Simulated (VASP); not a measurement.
A run of VASP 6.6.1:

INCAR

```
ALGO = Normal
EDIFF = 1E-6
ENCUT = 520
GGA = PE
ISIF = 2
ISMEAR = 0
LASPH = T
LCHARG = F
LREAL = F
LWAVE = F
NBANDS = 44
NELM = 80
PREC = Accurate
SIGMA = 0.1
```

File KPOINTS:

```
k-points
0
Gamma
  8 8 8
```

POSCAR

```
ZrTlF6
1.0
    0.0000000000      4.4461967000      4.4461967000
    4.4461967000      0.0000000000      4.4461967000
    4.4461967000      4.4461967000      0.0000000000
Zr Tl F
1 1 6
Direct
    0.0000000000      0.0000000000      0.0000000000
    0.5000000000      0.5000000000      0.5000000000
    0.7722940000      0.2277060000      0.2277060000
    0.2277060000      0.7722940000      0.7722940000
    0.2277060000      0.7722940000      0.2277060000
    0.7722940000      0.2277060000      0.7722940000
    0.2277060000      0.2277060000      0.7722940000
    0.7722940000      0.7722940000      0.2277060000
```

Potentials or basis: VASP PAW PBE potentials, release 64 (Zr_sv, Tl_d, F).

Run with:

```sh
$ cat potpaw_PBE.64/Zr_sv/POTCAR potpaw_PBE.64/Tl_d/POTCAR potpaw_PBE.64/F/POTCAR > POTCAR
$ mpirun -np 1 vasp_std > vasp.out
```

Hardware: 1 thread of AMD EPYC 9R45 96-Core Processor (Zen 5), on a shared host.

Problem. Estimate the wall time of this run.

Solution. Wall time 2.6 min on 1 thread of AMD EPYC 9R45 96-Core Processor (Zen 5), with other jobs on the host, peak memory 0.39 GiB. Counts: scf iterations 15, k points 29.
